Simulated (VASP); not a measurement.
Ge5Sb:

```
Ge Sb
1.0
     5.25724    0.00000    0.00000
     0.00000    5.25724    0.00000
     0.00000    0.00000    5.25724
Ge Sb
5 1
Direct
  0.77787 0.77787 0.77787
  0.22213 0.22213 0.77787
  0.22213 0.77787 0.22213
  0.77787 0.22213 0.22213
  0.50000 0.50000 0.50000
  0.00000 0.00000 0.00000
```

The cell was built from a structure type or drawn by symmetry, and may not be a known phase.

| Property | Result |
| --- | --- |
| Program | VASP 6.6.1 |
| Task | relaxation of cell and atoms |
| Functional | PBE |
| Potentials or basis | VASP PAW PBE potentials, release 64 (Ge_d, Sb) |
| Cutoff | 600 eV |
| k mesh | 4 × 4 × 4 |
| Occupations | gaussian, width 0.1 eV |
| Spin | no spin polarisation |

At the start: pressure 41.3 GPa; volume 24.22 Å³/atom.

Task: Where does the relaxation end?

Result: Over 11 steps the energy falls by 2023.1 meV/atom and the volume is 34.87 Å³/atom (+44.0 %); space group P-43m (No. 215, to 0.1 Å) before and after.

The path:
| step | energy change (eV) | largest force (eV/Å) | pressure (GPa) | volume (Å³) |
| --- | --- | --- | --- | --- |
| 1 | 0.0000 | 15.0386 | 41.35 | 145.30 |
| 2 | -8.9068 | 1.5408 | -1.35 | 320.33 |
| 3 | -9.4361 | 1.5008 | -1.70 | 302.46 |
| 4 | -9.9604 | 1.4534 | -1.99 | 285.96 |
| 5 | -12.0843 | 0.5424 | 0.34 | 207.76 |
| 6 | -12.0574 | 0.0220 | 2.13 | 195.89 |
| 7 | -12.1010 | 0.3930 | 0.84 | 203.83 |
| 8 | -12.1019 | 0.3336 | 1.02 | 202.53 |
| 9 | -12.1350 | 0.1305 | 0.16 | 207.82 |
| 10 | -12.1374 | 0.0661 | -0.12 | 209.75 |
| 11 | -12.1383 | 0.0308 | -0.05 | 209.21 |

Final structure:
```yaml
crystal:
  lattice:
    - [5.93644, 0.00000, 0.00000]
    - [0.00000, 5.93644, 0.00000]
    - [0.00000, 0.00000, 5.93644]
  atoms:
    - { symbol: Ge, position: [0.73934, 0.73934, 0.73934] }
    - { symbol: Ge, position: [0.26066, 0.26066, 0.73934] }
    - { symbol: Ge, position: [0.26066, 0.73934, 0.26066] }
    - { symbol: Ge, position: [0.73934, 0.26066, 0.26066] }
    - { symbol: Ge, position: [0.50000, 0.50000, 0.50000] }
    - { symbol: Sb, position: [0.00000, 0.00000, 0.00000] }
```

Caveat: the volume moved by over 15 % at a fixed basis, so the end points are rough.
